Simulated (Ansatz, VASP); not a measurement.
**Cs in VASP and in Ansatz**

```xyz
3
Lattice="8.8322 0.0000 0.0000 -4.4161 7.6489 0.0000 0.0000 0.0000 5.2529" Properties=species:S:1:pos:R:3 pbc="T T T"
Cs    0.0000    0.0000    0.0000
Cs    0.0000    5.0992    2.6264
Cs    4.4161    2.5496    2.6264
```

Change from the starting cell: volume scaled by 1, PAW files.

Alike in both runs: task single point; functional PBE; k mesh 4 × 4 × 6; occupations fermi-dirac, width 0.08 eV; no spin polarisation.

|  | VASP | Ansatz |
| --- | --- | --- |
| version | VASP 6.6.1 | Ansatz 0.2.0 |
| potentials or method | VASP PAW PBE potentials, release 64 (Cs_sv) | PAW with Ansatz's default frozen-core files, scalar-relativistic |
| plane-wave cutoff (eV) | 520 | 420 |
| valence electrons in the cell | 27 | 27 |

|  | VASP | Ansatz | Ansatz less VASP |
| --- | --- | --- | --- |
| pressure (GPa) | 0.0 | 0.0 | +0.01 |

Spin-orbit coupling is off throughout.
